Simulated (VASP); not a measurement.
A run of VASP 6.6.1 is set up as follows.

File INCAR:

```
SYSTEM = SnO
PREC = Accurate ; ENCUT = 520
EDIFF = 1E-7 ; ISMEAR = 0
SIGMA = 0.15 ; LREAL = .FALSE.
LASPH = .TRUE. ; NELM = 100
ALGO = Normal ; ISIF = 2
LWAVE = .FALSE. ; LCHARG = .FALSE.
NBANDS = 28
```

The input KPOINTS:

```
Automatic mesh
0
G
  10 10 8
  0 0 0
```

Contents of POSCAR:

```
SnO
1.0
    3.8222000000      0.0000000000      0.0000000000
    0.0000000000      3.8222000000      0.0000000000
    0.0000000000      0.0000000000      4.5398000000
Sn O
2 2
Direct
    0.0000000000      0.5000000000      0.2455950842
    0.5000000000      0.0000000000      0.7544049158
    0.0000000000      0.0000000000      0.0000000000
    0.5000000000      0.5000000000      0.0000000000
```

Potentials or basis: VASP PAW LDA potentials, release 64 (Sn_d, O).

The run is started by

```console
$ cat potpaw_LDA.64/Sn_d/POTCAR potpaw_LDA.64/O/POTCAR > POTCAR
$ mpirun -np 1 vasp_std > vasp.out
```

What does it give for the pressure?

-0.6 GPa.

Predict the largest force.

0.229 eV/Å.

Forces on the atoms (eV/Å):
```
Sn   0.000  0.000  0.229
Sn   0.000  0.000 -0.229
O    0.000  0.000  0.000
O    0.000  0.000  0.000
```
